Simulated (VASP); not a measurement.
A run of VASP 6.6.1 is set up as follows.

The input INCAR:

```
PREC = Accurate
ENCUT = 520
EDIFF = 1E-6
ISMEAR = 0
SIGMA = 0.15
LREAL = F
LASPH = T
NELM = 60
ALGO = Normal
ISIF = 2
LWAVE = F
LCHARG = F
GGA = PS
NBANDS = 29
```

KPOINTS

```
regular mesh
0
Gamma
  14 14 14
```

The input POSCAR:

```
TiSi2
1.0
    1.7585247991     -6.6741239440      0.0000000000
    1.7585247991      6.6741239440      0.0000000000
    0.0000000000      0.0000000000      3.5556151821
Ti Si
2 4
Direct
    0.9090175571      0.1139830411      0.7613092137
    0.1139830411      0.9090175571      0.2613092137
    0.5805958743      0.4606232361      0.7704990981
    0.4606232361      0.5805958743      0.2704990981
    0.2095095777      0.7100699719      0.7102259106
    0.7100699719      0.2095095777      0.2102259106
```

Potentials or basis: VASP PAW PBE potentials, release 64 (Ti_sv, Si).

Run with:

```bash
$ cat potpaw_PBE.64/Ti_sv/POTCAR potpaw_PBE.64/Si/POTCAR > POTCAR
$ mpirun -np 1 vasp_std > vasp.out
```

(1) What does it give for the pressure?

(2) Predict the band gap on the k mesh.

(3) What does it give for the largest force?

## Answers

(1) 1.2 GPa.

(2) zero (bands 20 and 21 overlap by 0.85 eV).

(3) 0.807 eV/Å.

Caveat: the cell differs from its parent crystal (atoms displaced along a vibrational mode); the PAW data sets were made with another functional, which shifts forces and pressure a little.
